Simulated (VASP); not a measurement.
A run of VASP 6.6.1 is set up as follows.

Contents of INCAR:

```
PREC = Accurate
ENCUT = 520
EDIFF = 1E-6
ISMEAR = 0
SIGMA = 0.15
LREAL = F
LASPH = T
NELM = 100
ALGO = Fast
ISIF = 2
LWAVE = F
LCHARG = T
GGA = PS
LELF = T
LVHAR = T
NBANDS = 12
```

KPOINTS

```
Automatic mesh
0
Gamma
  20 20 20
```

File POSCAR:

```
Ta
1.0
   -1.5687160000      1.5687160000      1.6099980000
    1.5687160000     -1.5687160000      1.6099980000
    1.5687160000      1.5687160000     -1.6099980000
Ta
1
Direct
    0.0000000000      0.0000000000      0.0000000000
```

Potentials or basis: VASP PAW PBE potentials, release 64 (Ta_pv).

Run with:

```sh
$ cat potpaw_PBE.64/Ta_pv/POTCAR > POTCAR
$ mpirun -np 1 vasp_std > vasp.out
```

Problem. Predict the band gap on the k mesh.

Solution. Zero (an odd number of electrons rules out a gap without spin polarisation).

Problem. Predict the pressure.

Solution. 28.3 GPa.

Stress tensor (GPa, compression positive):
```
29.68  0.00  0.00
 0.00 29.68  0.00
 0.00  0.00 25.54
```

Caveat: the cell differs from its parent crystal (strain -0.050 along x and y, -0.025 along z); the cell stands under pressure; the PAW data sets were made with another functional, which shifts forces and pressure a little; spin-orbit coupling is left out, which moves the levels of the heavy elements.
